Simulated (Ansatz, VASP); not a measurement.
# BN: VASP beside Ansatz

INCAR

```
  PREC = Accurate
  ENCUT = 600
  EDIFF = 1E-6
  ISMEAR = 1
  SIGMA = 0.2
  LREAL = False
  LASPH = True
  NELM = 120
  ALGO = Normal
  ISIF = 2
  LWAVE = False
  LCHARG = True
  GGA = PE
  LELF = True
  LVHAR = True
  NBANDS = 11
  GGA_COMPAT = False
```

Contents of KPOINTS:

```
Automatic mesh
0
Gamma
  8 8 8
```

The input POSCAR:

```
BN
1.0
    0.0000000000      1.7458259346      1.7458259346
    1.7458259346      0.0000000000      1.7458259346
    1.7458259346      1.7458259346      0.0000000000
B N
1 1
Direct
    0.0000000000      0.0000000000      0.0000000000
    0.5000000000      0.5000000000      0.5000000000
```

Input for Ansatz:

```yaml
crystal:
  lattice:
    - [0.0, 1.7458259346, 1.7458259346]
    - [1.7458259346, 0.0, 1.7458259346]
    - [1.7458259346, 1.7458259346, 0.0]
  atoms:
    - { symbol: B, position: [0.0, 0.0, 0.0] }
    - { symbol: "N", position: [0.5, 0.5, 0.5] }
kpoints:
  mp_grid: { grid: [8, 8, 8] }
hamiltonian:
  xc: pbe
scf:
  occupations: { method: cold, width: 0.2 }
  n_extra_bands: 4
output:
  forces: true
  stress: true
  eigenvalues: true
```

Alike in both runs: task single point; functional PBE; k mesh 8 × 8 × 8; no spin polarisation.

```csv
,VASP,Ansatz
version,VASP 6.6.1,Ansatz 0.2.0
potentials or method,"VASP PAW PBE potentials, release 64 (B, N)",plane waves
plane-wave cutoff (eV),600,420
occupations,"methfessel-paxton of order 1, width 0.2 eV","cold, width 0.2 eV"
valence electrons in the cell,8,8
```

|  | VASP | Ansatz | Ansatz less VASP |
| --- | --- | --- | --- |
| gap on the k mesh at the Fermi level (eV) | 1.33 | 1.34 | +0.004 |
| pressure (GPa) | 3.6 | 3.9 | +0.28 |
